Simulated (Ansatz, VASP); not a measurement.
**Two plane-wave programs on SrCl2**

```xyz
3
Lattice="2.4125 1.3929 3.9430 -2.4125 1.3929 3.9430 0.0000 -2.7857 3.9430" Properties=species:S:1:pos:R:3 pbc="T T T"
Sr    0.0000    0.0000    0.0000
Cl    0.0000    0.0000    2.9567
Cl    0.0000    0.0000    8.8724
```

Change from the starting cell: hydrostatic strain -1.8%.

Alike in both runs: task single point; functional PBE; k mesh 6 × 6 × 6; occupations fermi-dirac, width 0.02 eV; no spin polarisation.

|  | VASP | Ansatz |
| --- | --- | --- |
| version | VASP 6.6.1 | Ansatz 0.2.0 |
| potentials or method | VASP PAW PBE potentials, release 64 (Sr_sv, Cl) | plane waves, PAW |
| plane-wave cutoff (eV) | 520 | 420 |
| valence electrons in the cell | 24 | 24 |

```csv
,VASP,Ansatz,Ansatz less VASP
gap on the k mesh at the Fermi level (eV),5.47,5.47,+0.003
pressure (GPa),4.0,3.9,-0.12
```

With one functional, cell and mesh, what is left measures potentials, basis and numerics.
